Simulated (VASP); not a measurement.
# In in VASP: single point with PBE

Aim: the single point of In with PBE.

Program: VASP 6.6.1. These are calculated values, not measurements. Logs are shortened: lines on timing, memory, paths and dates and some standing lists are left out, and cuts for length are marked.

## 1. The cell of the first run

The typed cell holds 1 atom: a = 3.418 Å, b = 3.418 Å, c = 3.334 Å, α = 60.81°, β = 60.82°, γ = 58.37°.

The cell was built from a structure type or drawn by symmetry, and may not be a known phase.

## 2. Single point, PBE

The input, INCAR:

```
SYSTEM = In
PREC = Accurate
ENCUT = 520
EDIFF = 1E-6
ISMEAR = 0
SIGMA = 0.1
LREAL = .FALSE.
LASPH = .TRUE.
NELM = 100
ALGO = Fast
ISIF = 2
LWAVE = .FALSE.
LCHARG = .TRUE.
GGA = PE
LELF = .TRUE.
LVHAR = .TRUE.
NBANDS = 12
```

The input, KPOINTS:

```
regular mesh
0
G
  20 20 20
  0 0 0
```

The input, POSCAR:

```
In
1.0
    0.0000000000      2.3572647560      2.4754409471
    2.3575780848      0.0000000000      2.4754409471
    2.3575780848      2.3572647560      0.0000000000
In
1
Direct
    0.5000000000      0.5000000000      0.5000000000
```

Potentials or basis: VASP PAW PBE potentials, release 64 (In_d).

The run is started by

```bash
$ cat potpaw_PBE.64/In_d/POTCAR > POTCAR
$ mpirun -np 1 vasp_std > vasp.out
```

OUTCAR:

```text
SYSTEM = In
   PREC = Accurate
   ENCUT = 520
   EDIFF = 1E-6
   ISMEAR = 0
   LREAL = .FALSE.
   LASPH = .TRUE.
   NELM = 100
   ISIF = 2
   GGA = PE

 ion  position               nearest neighbor table
   1  0.500  0.500  0.500-

  LATTYP: Found a face centered orthorhombic cell.
 ALAT       =     4.7145295120
 B/A-ratio  =     1.0001329205
 C/A-ratio  =     1.0501327612

  Lattice vectors:

 A1 = (   2.3575780848,   0.0000000000,  -2.4754409471)
 A2 = (   0.0000000000,   2.3572647560,  -2.4754409471)
 A3 = (   2.3575780848,   2.3572647560,   0.0000000000)

Analysis of symmetry for initial positions (statically):
=====================================================================
 Subroutine PRICEL returns:
 Original cell was already a primitive cell.

 Routine SETGRP: Setting up the symmetry group for a
 face centered orthorhombic supercell.

 Subroutine GETGRP returns: Found  8 space group operations
 (whereof  8 operations were pure point group operations)
 out of a pool of  8 trial point group operations.

The static configuration has the point symmetry D_2h.

Analysis of symmetry for dynamics (positions and initial velocities):
=====================================================================
 Subroutine PRICEL returns:
 Original cell was already a primitive cell.

 Routine SETGRP: Setting up the symmetry group for a
 face centered orthorhombic supercell.

 Subroutine GETGRP returns: Found  8 space group operations
 (whereof  8 operations were pure point group operations)
 out of a pool of  8 trial point group operations.

The dynamic configuration has the point symmetry D_2h.

 Subroutine INISYM returns: Found  8 space group operations
 (whereof  8 operations are pure point group operations),
 and found     1 'primitive' translations

----------------------------------------------------------------------------------------

                                     Primitive cell

  volume of cell :      27.5142

  direct lattice vectors                    reciprocal lattice vectors
     0.000000000  2.357264756  2.475440947    -0.212082053  0.212110243  0.201984216
     2.357578085  0.000000000  2.475440947     0.212082053 -0.212110243  0.201984216
     2.357578085  2.357264756  0.000000000     0.212082053  0.212110243 -0.201984216

  length of vectors
     3.418260524  3.418476606  3.333897352     0.361617444  0.361617444  0.361617444

  position of ions in fractional coordinates (direct lattice)
     0.500000000  0.500000000  0.500000000

  ion indices of the primitive-cell ions
   primitive index   ion index
                 1           1

----------------------------------------------------------------------------------------

 KPOINTS: regular mesh

Automatic generation of k-mesh.
 Grid dimensions read from file:
 generate k-points for:   20   20   20

 Generating k-lattice:

  Cartesian coordinates                     Fractional coordinates (reciprocal lattice)
    -0.010604103  0.010605512  0.010099211     0.050000000  0.000000000  0.000000000
     0.010604103 -0.010605512  0.010099211     0.000000000  0.050000000  0.000000000
     0.010604103  0.010605512 -0.010099211     0.000000000  0.000000000  0.050000000

  Length of vectors
     0.018080872  0.018080872  0.018080872

  Shift w.r.t. Gamma in fractional coordinates (k-lattice)
     0.000000000  0.000000000  0.000000000

 Subroutine IBZKPT returns following result:
 ===========================================

 Found   1166 irreducible k-points:

 Following reciprocal coordinates:
            Coordinates               Weight
  0.000000  0.000000  0.000000      1.000000
  0.050000  0.000000 -0.000000      8.000000
  0.100000 -0.000000 -0.000000      8.000000
  0.150000  0.000000 -0.000000      8.000000
  0.200000 -0.000000 -0.000000      8.000000
  0.250000  0.000000  0.000000      8.000000
[... 16 lines left out ...]
 -0.400000  0.050000  0.000000      8.000000
 -0.350000  0.050000 -0.000000      8.000000
 [... further k-points ...]
   k-points           NKPTS =   1166   k-points in BZ     NKDIM =   1166   number of bands    NBANDS=     12
   number of dos      NEDOS =    301   number of ions     NIONS =      1
   total plane-waves  NPLWV =  21952
   dimension x,y,z NGX =    28 NGY =   28 NGZ =   28
   dimension x,y,z NGXF=    56 NGYF=   56 NGZF=   56
   ions per type =               1
   NGX,Y,Z   is equivalent  to a cutoff of  13.62, 13.62, 13.96 a.u.
   NGXF,Y,Z  is equivalent  to a cutoff of  27.24, 27.23, 27.92 a.u.
 SYSTEM =  In
   PREC   = accura    normal or accurate (medium, high low for compatibility)
   ISTART =      0    job   : 0-new  1-cont  2-samecut
   ICHARG =      2    charge: 1-file 2-atom 10-const
   ISPIN  =      1    spin polarized calculation?
   LNONCOLLINEAR =      F non collinear calculations
   LSORBIT =      F    spin-orbit coupling
   LASPH  =      T    aspherical Exc in radial PAW
   ENCUT  =  520.0 eV  38.22 Ry    6.18 a.u.   6.36  6.36  6.20*2*pi/ulx,y,z
   NELM   =    100;   NELMIN=  2; NELMDL= -5     # of ELM steps
   EDIFF  = 0.1E-05   stopping-criterion for ELM
   LREAL  =      F    real-space projection
   EDIFFG = 0.1E-04   stopping-criterion for IOM
   NSW    =      0    number of steps for IOM
   IBRION =     -1    ionic relax: 0-MD 1-quasi-New 2-CG
   NFREE  =      0    steps in history (QN), initial steepest desc. (CG)
   ISIF   =      2    stress and relaxation
   ISYM   =      2    0-nonsym 1-usesym 2-fastsym
   POTIM  = 0.5000    time-step for ionic-motion
   TEBEG  =    0.0;   TEEND  =   0.0 temperature during run
   PSTRESS=    0.0 pullay stress
   NELECT =      13.0000    total number of electrons
   NUPDOWN=      -1.0000    fix difference up-down
   EMIN   =  10.00;   EMAX   =-10.00  energy-range for DOS
   EFERMI =   0.00;   METHOD = LEGACY
   ISMEAR =     0;   SIGMA  =   0.10  broadening in eV -4-tet -1-fermi 0-gaus
   EFERMI_NEDOS =   21; number of points for ismear=-14 and -15
   IALGO  =     68    algorithm
   IMIX   =      4    mixing-type and parameters
     AMIX     =   0.40;   BMIX     =  1.00
     AMIX_MAG =   1.60;   BMIX_MAG =  1.00
  volume/ion in A,a.u.               =      27.51       185.68
  Fermi-wavevector in a.u.,A,eV,Ry     =   1.275079  2.409549 22.120697  1.625825
  Thomas-Fermi vector in A             =   2.407811
   LORBIT       =      0    0 simple, 1 ext, 2 COOP (PROOUT), +10 PAW based schemes
   GGA     = PE    functional components
   LHFCALC =     F    Hartree Fock is set to
   AEXX    =    0.0000 exact exchange contribution
   IVDW    =     0    specifies the selected vdW correction
   LEPSILON=     F    determine dielectric tensor
   LRPA    =     F    only Hartree local field effects (RPA)
 non-spin polarized calculation
 RMM-DIIS sequential band-by-band and
 Gauss-broadening in eV      SIGMA  =   0.10
  energy-cutoff  :      520.00
  volume of cell :       27.51
 maximum number of plane-waves:       756
 NGX is ok and might be reduce to    28
   NGX = 13   NGY = 13   NGZ = 13

 number of electron      12.9999997 magnetization

 Free energy of the ion-electron system (eV)
  ---------------------------------------------------
  ext. energy  EPLUGINS =         0.00000000
  ---------------------------------------------------
  free energy    TOTEN  =        -2.56133724 eV

  energy without entropy =       -2.55901776  energy(sigma->0) =       -2.56017750

 E-fermi :   6.9689     XC(G=0): -10.0159

 val. band max:        6.9687405378   @ k =  -0.2500   0.1500   0.3000
 cond. band min:       6.9736188133   @ k =  -0.4000   0.4000   0.1500
 fundamental gap:      0.0048782755
 Fermi energy:         6.9689413825

 k-point     1 :       0.0000    0.0000    0.0000
  band No.  band energies     occupation
      1      -7.6626      2.00000
      2      -7.6022      2.00000
      3      -7.6020      2.00000
      4      -7.5048      2.00000
      5      -7.4447      2.00000
      6      -2.2393      2.00000
      7      17.0591      0.00000
      8      17.0594      0.00000
      9      17.1689      0.00000
     10      18.4004      0.00000
     11      20.5037      0.00000
     12      20.5965      0.00000

 k-point     2 :       0.0500    0.0000   -0.0000
  band No.  band energies     occupation
      1      -7.6593      2.00000
      2      -7.6018      2.00000
      3      -7.5984      2.00000
      4      -7.5047      2.00000
      5      -7.4458      2.00000
      6      -2.1868      2.00000
      7      16.3745      0.00000
      8      16.9818      0.00000
      9      17.0132      0.00000
     10      18.2316      0.00000
     11      20.7032      0.00000
     12      20.7473      0.00000

 k-point     3 :       0.1000   -0.0000   -0.0000
  band No.  band energies     occupation
      1      -7.6514      2.00000
      2      -7.6008      2.00000
      3      -7.5885      2.00000
      4      -7.5028      2.00000
      5      -7.4484      2.00000
      6      -2.0286      2.00000
      7      14.8738      0.00000
      8      16.6991      0.00000
      9      16.7845      0.00000
     10      18.1195      0.00000
     11      21.1161      0.00000
     12      21.1623      0.00000
[... 286 lines left out ...]
 k-point    23 :      -0.4000    0.0500    0.0000
  band No.  band energies     occupation
      1      -7.6645      2.00000
      2      -7.6344      2.00000
      3      -7.5800      2.00000
      4      -7.3697      2.00000
      5      -7.3404      2.00000
      6       1.5585      2.00000
      7       5.2871      2.00000
      8      13.8163      0.00000
      9      15.6996      0.00000
     10      17.7722      0.00000
     11      19.6233      0.00000
     12      19.7436      0.00000

 k-point    24 :      -0.3500    0.0500   -0.0000
  band No.  band energies     occupation
      1      -7.6581      2.00000
      2      -7.6271      2.00000
      3      -7.5737      2.00000
      4      -7.3919      2.00000
      5      -7.3602      2.00000
      6       0.7255      2.00000
      7       6.5628      2.00000
      8      13.8748      0.00000
      9      15.9800      0.00000
     10      17.9878      0.00000
     11      19.8681      0.00000
     12      19.9189      0.00000

 [... further k-points ...]

------------------------ aborting loop because EDIFF is reached ----------------------------------------

  FORCE on cell =-STRESS in cart. coord.  units (eV):
  Direction    XX          YY          ZZ          XY          YZ          ZX
  --------------------------------------------------------------------------------------
  -------------------------------------------------------------------------------------
  Total       -0.0065420     -0.0064306     -0.0064779      0.0000000      0.0000000      0.0000000
  in kB       -0.3809440     -0.3744616     -0.3772124      0.0000000      0.0000000      0.0000000
  external PRESSURE =      -0.3775393 kB  Pullay stress =       0.0000000 kB

 VOLUME and BASIS-vectors are now :
 -----------------------------------------------------------------------------
  energy-cutoff  :      520.00
  volume of cell :       27.51
      direct lattice vectors                 reciprocal lattice vectors
     0.000000000  2.357264756  2.475440947    -0.212082053  0.212110243  0.201984216
     2.357578085  0.000000000  2.475440947     0.212082053 -0.212110243  0.201984216
     2.357578085  2.357264756  0.000000000     0.212082053  0.212110243 -0.201984216

 POSITION                                       TOTAL-FORCE (eV/Angst)
 -----------------------------------------------------------------------------------
      2.35758      2.35726      2.47544        -0.000000     -0.000000      0.000000
 -----------------------------------------------------------------------------------
    total drift:                                0.000000      0.000000      0.000000

  FREE ENERGIE OF THE ION-ELECTRON SYSTEM (eV)
  ---------------------------------------------------
  free  energy   TOTEN  =        -2.5613372416 eV

  energy  without entropy=       -2.5590177576  energy(sigma->0) =       -2.56017750
```

It took 13 min on 1 thread of Intel Xeon 8259CL, shared host; peak memory 0.47 GiB.

Results:

| Item | Value |
| --- | --- |
| Free energy | -2.5613 eV |
| Pressure | 0.0 GPa |
| Band gap on the k mesh | zero (an odd number of electrons rules out a gap without spin polarisation) |

Caveat: spin-orbit coupling is left out, which moves the levels of the heavy elements.
